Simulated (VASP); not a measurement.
Input of a VASP 6.6.1 run:

The input INCAR:

```
ALGO = Normal
EDIFF = 1E-8
ENCUT = 520
GGA = PS
IBRION = 8
ISIF = 2
ISMEAR = -1
LASPH = True
LCHARG = False
LREAL = False
LWAVE = False
NBANDS = 14
NELM = 100
NSW = 1
PREC = Accurate
SIGMA = 0.05
```

File KPOINTS:

```
k-points
0
Gamma
  12 12 12
```

Contents of POSCAR:

```
HfN
1.0
    0.0000000000      2.4340191892      2.4340191892
    2.4340191892      0.0000000000      2.4340191892
    2.4340191892      2.4340191892      0.0000000000
Hf N
1 1
Direct
    0.0000000000      0.0000000000      0.0000000000
    0.7500000000      0.7500000000      0.7500000000
```

Potentials or basis: VASP PAW PBE potentials, release 64 (Hf_pv, N).

Run with:

```bash
$ cat potpaw_PBE.64/Hf_pv/POTCAR potpaw_PBE.64/N/POTCAR > POTCAR
$ mpirun -np 1 vasp_std > vasp.out
```

(1) Estimate the highest phonon frequency at Γ.

## Answers

(1) 478 cm⁻¹.
